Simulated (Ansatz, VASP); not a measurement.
# Au: VASP beside Ansatz

Contents of INCAR:

```
  PREC = Accurate
  ENCUT = 520
  EDIFF = 1E-7
  ISMEAR = 0
  SIGMA = 0.15
  LREAL = False
  LASPH = True
  NELM = 60
  ALGO = Fast
  ISIF = 2
  LWAVE = False
  LCHARG = False
  GGA = PS
  NBANDS = 12
```

File KPOINTS:

```
regular mesh
0
Gamma
  22 22 22
```

Contents of POSCAR:

```
Au
1.0
   -0.0977939411      1.9977905112      1.9977905112
    1.9977905112     -0.0977939411      1.9977905112
    1.9977905112      1.9977905112     -0.0977939411
Au
1
Direct
    0.0000000000      0.0000000000      0.0000000000
```

Input for Ansatz:

```yaml
crystal:
  lattice:
    - [-0.0977939411, 1.9977905112, 1.9977905112]
    - [1.9977905112, -0.0977939411, 1.9977905112]
    - [1.9977905112, 1.9977905112, -0.0977939411]
  atoms:
    - { symbol: Au, position: [0.0, 0.0, 0.0] }
basis:
  ecutwfc: 420
kpoints:
  mp_grid: { grid: [22, 22, 22] }
hamiltonian:
  xc: pbesol
scf:
  occupations: { method: gaussian, width: 0.15 }
output:
  forces: true
  stress: true
  eigenvalues: true
```

Alike in both runs: task single point; functional PBEsol; k mesh 22 × 22 × 22; occupations gaussian, width 0.15 eV; no spin polarisation.

|  | VASP | Ansatz |
| --- | --- | --- |
| version | VASP 6.6.1 | Ansatz 0.2.0 |
| potentials or method | VASP PAW PBE potentials, release 64 (Au), cutoff 520 eV | scalar-relativistic, plane waves, PAW |
| valence electrons in the cell | 11 | 19 |

|  | VASP | Ansatz | Ansatz less VASP |
| --- | --- | --- | --- |
| gap on the k mesh at the Fermi level (eV) | none | none | - |
| pressure (GPa) | -0.6 | -0.3 | +0.27 |
| traceless stress, the component that is largest in VASP (GPa) | 1.26 | 1.26 | -0.001 |

VASP's potentials were made for PBE, not for PBEsol. A gap of «none» marks a metal or a gap that the smearing closes. The functional is the same, so the differences come from potentials, cutoffs and numerics. VASP's potentials hold 11 valence electrons a cell and Ansatz's 19, so a difference there can come from the potentials and not from the codes.

Neither program's run includes spin-orbit coupling.
